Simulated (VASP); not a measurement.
Wanted: the native input for a VASP 6.6.1 run.

| Quantity | Value |
| --- | --- |
| Task | single point |
| Functional | PBE |
| Potentials or basis | VASP PAW PBE potentials, release 64 (Al, Ga_d, As) |
| Cutoff | 520 eV |
| k mesh | 6 × 6 × 6 |
| Occupations | gaussian, width 0.1 eV |
| Spin | no spin polarisation |
| Dipole correction | no |
| Further INCAR settings | ALGO = Normal; EDIFF = 1e-06; NBANDS = 41 |

The structure of Al3Ga2As5 lies in POSCAR:

```
Al3Ga2As5
1.0
   -1.9299083400      1.9299083400     13.6465127300
    1.9299083400     -1.9299083400     13.6465127300
    1.9299083400      1.9299083400    -13.6465127300
Al Ga As
3 2 5
Direct
    0.5000000000      0.5000000000      0.0000000000
    0.7000000000      0.7000000000      0.0000000000
    0.3000000000      0.3000000000      0.0000000000
    0.9000000000      0.9000000000      0.0000000000
    0.1000000000      0.1000000000      0.0000000000
    0.5500000000      0.0500000000      0.5000000000
    0.1500000000      0.6500000000      0.5000000000
    0.7500000000      0.2500000000      0.5000000000
    0.3500000000      0.8500000000      0.5000000000
    0.9500000000      0.4500000000      0.5000000000
```

The input as run:

INCAR

```
  ALGO = Normal
  EDIFF = 1E-6
  ENCUT = 520
  GGA = PE
  ISIF = 2
  ISMEAR = 0
  LASPH = T
  LCHARG = F
  LREAL = F
  LWAVE = F
  NBANDS = 41
  NELM = 60
  PREC = Accurate
  SIGMA = 0.1
```

KPOINTS

```
k-points
0
Gamma
  6 6 6
```

Potentials or basis: VASP PAW PBE potentials, release 64 (Al, Ga_d, As).

The run is started by

```sh
$ cat potpaw_PBE.64/Al/POTCAR potpaw_PBE.64/Ga_d/POTCAR potpaw_PBE.64/As/POTCAR > POTCAR
$ mpirun -np 1 vasp_std > vasp.out
```

It gave:

```
Pressure               : 13.6 GPa
Largest force          : 0.109 eV/Å
Band gap on the k mesh : 1.20 eV (least direct gap 1.28 eV)
```

Caveat: the cell stands under pressure.

Run time: 53 min on 1 thread of Intel(R) Xeon(R) Platinum 8375C CPU @ 2.90GHz (Ice Lake), with other jobs on the host, peak memory 2 GiB.
